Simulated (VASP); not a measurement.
# SnTe: relaxation of cell and atoms with PBE+D4

SnTe:

```xyz
2
Lattice="3.9047 0.0000 0.0000 0.0000 3.9047 0.0000 0.0000 0.0000 3.9047" Properties=species:S:1:pos:R:3 pbc="T T T"
Te    1.9524    1.9524    1.9524
Sn    0.0000    0.0000    0.0000
```

| Quantity | Value |
| --- | --- |
| Program | VASP 6.6.1 |
| Task | relaxation of cell and atoms |
| Functional | PBE |
| Dispersion | D4 |
| Potentials or basis | VASP PAW PBE potentials, release 64 (Te, Sn_d) |
| Cutoff | 600 eV |
| k mesh | 7 × 7 × 7 |
| Occupations | fermi-dirac, width 0.05 eV |
| Spin | no spin polarisation |
| Dipole correction | no |
| Further INCAR settings | ALGO = Normal; EDIFF = 1e-06; IBRION = 2; EDIFFG = -0.01; NSW = 60; ISIF = 3 |

| Property | Result |
| --- | --- |
| Relaxed volume | 27.31 Å³/atom |
| Relaxed cell | a = 3.794 Å, b = 3.794 Å, c = 3.794 Å, α = 90.00°, β = 90.00°, γ = 90.00° |
| Space group after relaxing (to 0.05 Å) | Pm-3m (No. 221) |
| Energy gained by relaxing | 25.6 meV/atom |
| Ionic steps | 5 |
| Pressure after relaxing | 0.0 GPa |
| Band gap on the k mesh | zero (band 10 reaches 8.45 eV, above the bottom of band 11 at 7.02 eV) |
| Dispersion energy per atom | -0.496 eV |

The path:
```tsv
step	energy change (eV)	largest force (eV/Å)	pressure (GPa)	volume (Å³)
1	0.0000	0.0000	-1.64	59.53
2	-0.0374	0.0000	-1.82	56.94
3	0.0435	0.0000	6.60	49.62
4	-0.0506	0.0000	-0.43	55.12
5	-0.0512	0.0000	0.04	54.62
```

Final structure:
```
CELL_PARAMETERS angstrom
3.79417 0.00000 0.00000
0.00000 3.79417 0.00000
0.00000 0.00000 3.79417
ATOMIC_POSITIONS crystal
Te 0.50000 0.50000 0.50000
Sn 0.00000 0.00000 0.00000
```

Levels at points of the mesh, in eV from the Fermi level:
| k point | band 6 | band 7 | band 8 | band 9 | band 10 | band 11 | band 12 | band 13 | band 14 |
| --- | --- | --- | --- | --- | --- | --- | --- | --- | --- |
| (0.00, 0.00, 0.00) | -12.92 | -4.98 | -1.92 | -1.92 | -1.92 | 3.43 | 3.43 | 5.99 | 5.99 |

It took 34 s on 1 thread of Intel Xeon 6975P-C (shared host), peak memory 0.2 GiB.

Caveat: spin-orbit coupling is left out, which moves the levels of the heavy elements; pairwise dispersion overbinds metals, which lowers pressure and volume.
